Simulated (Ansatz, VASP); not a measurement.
## Ni in VASP and in Ansatz

```
CELL_PARAMETERS angstrom
-1.34296 1.34296 1.34296
1.34296 -1.34296 1.34296
1.34296 1.34296 -1.34296
ATOMIC_POSITIONS crystal
Ni 0.00000 0.00000 0.00000
```

Alike in both runs: task single point; functional LDA; k mesh 18 × 18 × 18; occupations fermi-dirac, width 0.05 eV; collinear spin.

```csv
,VASP,Ansatz
version,VASP 6.6.1,Ansatz 0.2.0
potentials or method,"VASP PAW LDA potentials, release 64 (Ni), cutoff 520 eV","plane waves (420 eV) with PAW, scalar-relativistic"
valence electrons in the cell,10,18
```

|  | VASP | Ansatz | Ansatz less VASP |
| --- | --- | --- | --- |
| pressure (GPa) | 9.7 | 9.9 | +0.21 |
| net moment per atom (μB) | 0.00 | 0.00 | 0.000 |

Ansatz warns that its potentials were made for another functional, while VASP's fit it. LDA's correlation is that of Perdew and Zunger in VASP and of Perdew and Wang (1992) in Ansatz. VASP's potentials hold 10 valence electrons a cell and Ansatz's 18, so a difference there can come from the potentials and not from the codes. Ansatz's warnings: seeded moment not kept.
